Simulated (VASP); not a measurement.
A run of VASP 6.6.1:

File INCAR:

```
  ALGO = Normal
  EDIFF = 1E-6
  EDIFFG = -0.03
  ENCUT = 600
  GGA = PE
  IBRION = 2
  ISIF = 3
  ISMEAR = -1
  LASPH = True
  LCHARG = False
  LREAL = False
  LWAVE = False
  NELM = 60
  NSW = 80
  PREC = Accurate
  SIGMA = 0.05
```

The input KPOINTS:

```
k-points
0
Gamma
  7 7 7
```

Contents of POSCAR:

```
Nb
1.0
    0.0000000000      2.8850000000      2.8850000000
    2.8850000000      0.0000000000      2.8850000000
    2.8850000000      2.8850000000      0.0000000000
Nb
2
Direct
    0.0000000000      0.0000000000      0.0000000000
    0.2500000000      0.2500000000      0.2500000000
```

Potentials or basis: VASP PAW PBE potentials, release 64 (Nb_sv).

Launch:

```sh
$ cat potpaw_PBE.64/Nb_sv/POTCAR > POTCAR
$ mpirun -np 1 vasp_std > vasp.out
```

Hardware: 1 thread of Intel Xeon 8259CL, on a shared host.

**Question.** Estimate the wall time of this run.

**Answer.** It took 110 s on 1 thread of Intel Xeon 8259CL (shared host), peak memory 0.21 GiB. Counts: scf iterations 32, k points 20, ion steps 3.
